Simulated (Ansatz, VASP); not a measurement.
## Two plane-wave programs on ScAl3

```xyz
4
Lattice="4.2342 0.0000 0.0000 0.0000 4.2342 0.0000 0.0000 0.0000 4.2342" Properties=species:S:1:pos:R:3 pbc="T T T"
Sc    0.0000    0.0000    0.0000
Al    2.1171    0.0000    2.1171
Al    0.0000    2.1171    2.1171
Al    2.1171    2.1171    0.0000
```

Change from the starting cell: strain +0.040 along x and y, +0.040 along z, atoms carried along.

Alike in both runs: task single point; functional PBEsol; k mesh 12 × 12 × 12; occupations gaussian, width 0.15 eV; no spin polarisation.

|  | VASP | Ansatz |
| --- | --- | --- |
| version | VASP 6.6.1 | Ansatz 0.2.0 |
| potentials or method | VASP PAW PBE potentials, release 64 (Sc_sv, Al), cutoff 520 eV | scalar-relativistic, plane waves, PAW |
| valence electrons in the cell | 20 | 20 |

|  | VASP | Ansatz | Ansatz less VASP |
| --- | --- | --- | --- |
| gap on the k mesh at the Fermi level (eV) | none | none | - |
| pressure (GPa) | -8.4 | -8.4 | -0.05 |

VASP's potentials were made for PBE, not for PBEsol. A gap of «none» marks a metal or a gap that the smearing closes. The functional is the same, so the differences come from potentials, cutoffs and numerics.
